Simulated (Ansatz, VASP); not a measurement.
# Two plane-wave programs on Si2Mo

INCAR

```
SYSTEM = Si2Mo
  PREC = Accurate
  ENCUT = 520
  EDIFF = 1E-7
  ISMEAR = 0
  SIGMA = 0.15
  LREAL = .FALSE.
  LASPH = .TRUE.
  NELM = 100
  ALGO = Normal
  ISIF = 2
  LWAVE = .FALSE.
  LCHARG = .FALSE.
  GGA = PS
  NBANDS = 18
```

File KPOINTS:

```
regular mesh
0
G
  20 20 20
  0 0 0
```

The input POSCAR:

```
Si2Mo
1.0
   -1.5152833265      1.5152833265      3.9106920000
    1.5152833265     -1.5152833265      3.9106920000
    1.5152833265      1.5152833265     -3.9106920000
Si Mo
2 1
Direct
    0.3350596655      0.3350596655      0.0000000000
    0.6649403345      0.6649403345      0.0000000000
    0.0000000000      0.0000000000      0.0000000000
```

Input for Ansatz:

```yaml
crystal:
  lattice:
    - [-1.5152833265, 1.5152833265, 3.910692]
    - [1.5152833265, -1.5152833265, 3.910692]
    - [1.5152833265, 1.5152833265, -3.910692]
  atoms:
    - { symbol: Si, position: [0.3350596655, 0.3350596655, 0.0] }
    - { symbol: Si, position: [0.6649403345, 0.6649403345, 0.0] }
    - { symbol: Mo, position: [0.0, 0.0, 0.0] }
basis:
  ecutwfc: 420
kpoints:
  mp_grid: { grid: [20, 20, 20] }
hamiltonian:
  xc: pbesol
scf:
  occupations: { method: gaussian, width: 0.15 }
output:
  forces: true
  stress: true
  eigenvalues: true
```

Change from the starting cell: strain -0.050 along x and y, +0.000 along z, atoms carried along.

Alike in both runs: task single point; functional PBEsol; k mesh 20 × 20 × 20; occupations gaussian, width 0.15 eV; no spin polarisation.

```csv
,VASP,Ansatz
version,VASP 6.6.1,Ansatz 0.2.0
potentials or method,"VASP PAW PBE potentials, release 64 (Si, Mo_sv), cutoff 520 eV","scalar-relativistic, plane waves, PAW"
valence electrons in the cell,22,22
```

Ansatz gave:

| Quantity | Value |
| --- | --- |
| gap on the k mesh at the Fermi level (eV) | none |
| pressure (GPa) | 27.6 |
| traceless stress, the component that is largest in VASP (GPa) | -13.83 |
| rms of the force components (eV/Å) | 0.121 |

What did VASP give for the same quantities?

gap on the k mesh at the Fermi level (eV): none; pressure (GPa): 28.2; traceless stress, the component that is largest in VASP (GPa): -13.84; rms of the force components (eV/Å): 0.128.

VASP's potentials were made for PBE, not for PBEsol. Atom by atom the forces differ by 0.006 eV/Å (rms over components). A gap of «none» marks a metal or a gap that the smearing closes. The functional is the same, so the differences come from potentials, cutoffs and numerics.
